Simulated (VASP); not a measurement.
Runs of VASP 6.6.1 on Si. The structure is that of space group I4/mmm (No. 139), or close to it. The cells are those of the table. 

```tsv
cell	gap on the mesh (eV)	pressure (GPa)	largest force (eV/Å)
a = 4.898 Å, angles 99.4, 99.4, 132.3°, 4 atoms	none	(c)	1.39
a = 4.913 Å, angles 100.1, 100.1, 130.6°, 4 atoms	none	5.9	1.85
a = 5.284 Å, angles 97.1, 97.1, 138.7°, 4 atoms	0.02	-3.2	0.69
a = 5.099 Å, angles 97.1, 97.1, 138.7°, 4 atoms	none	(a)	0.94
a = 5.143 Å, angles 96.6, 96.6, 140.2°, 4 atoms	none	6.7	1.45
a = 4.980 Å, angles 98.8, 98.8, 134.0°, 4 atoms	none	5.0	0.63
a = 5.204 Å, angles 98.8, 98.8, 134.0°, 4 atoms	0.08	-5.3	0.20
a = 4.866 Å, angles 100.1, 100.1, 130.6°, 4 atoms	none	(b)	2.09
```

Alike in all rows: task single point; level PBE; potentials or basis VASP PAW PBE potentials, release 64 (Si); no spin polarisation; k mesh 12 × 12 × 12; cutoff (eV) 520; smearing gaussian 0.05 eV.

Problem. Estimate the missing entries.

Solution. (a) 5.8; (b) 9.0; (c) 8.4.

Caveats: semilocal functionals underestimate gaps, and a narrow one can read as zero (at least some runs); forces of over 1 eV/Å act on the atoms, so gaps and moduli don't describe the material at rest (at least some runs); the stress differs along the axes, from -2 to 14 GPa (at least some runs); the stress differs along the axes, from -9 to 13 GPa (at least some runs); the stress differs along the axes, from -7 to 5 GPa (at least some runs); the stress differs along the axes, from 0 to 17 GPa (at least some runs); the stress differs along the axes, from -1 to 23 GPa (at least some runs).

A k mesh can miss the band edges.

A gap of «none» marks levels without a gap at the run's occupations.
